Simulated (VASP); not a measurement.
Sb, 1 atom in the cell. The structure is monoclinic, space group C2/m (No. 12). Conventional cell: a = 4.215 Å, b = 4.299 Å, c = 3.209 Å, α = 90.00°, β = 129.40°, γ = 90.00°. Sb (site symmetry 2/m) has 12 Sb at 3.01 to 3.30 Å within 4.0 Å.  This cell differs from its parent crystal: equal xy, yz and zx shear strains of -2 %.

* Program: VASP 6.6.1
* Task: electric field gradients
* Functional: PBEsol
* Potentials or basis: VASP PAW PBE potentials, release 64 (Sb)
* Cutoff: 400 eV
* k mesh: 19 × 19 × 19
* Occupations: fermi-dirac, width 0.05 eV
* Spin: no spin polarisation
* Dipole correction: no
* Further INCAR settings: ALGO = Normal; EDIFF = 1e-08; NBANDS = 8

Potentials or basis: VASP PAW PBE potentials, release 64 (Sb).

Command:

```console
$ cat potpaw_PBE.64/Sb/POTCAR > POTCAR
$ mpirun -np 1 vasp_std > vasp.out
```

Hardware: 1 thread of Oxide Virtual Turin-like Processor, on a shared host.

Task: How long does it take, and how much memory?

Result: It took 2.5 min on 1 thread of Oxide Virtual Turin-like Processor, with other jobs on the host, peak memory 0.29 GiB. Counts: scf iterations 13, k points 1810.
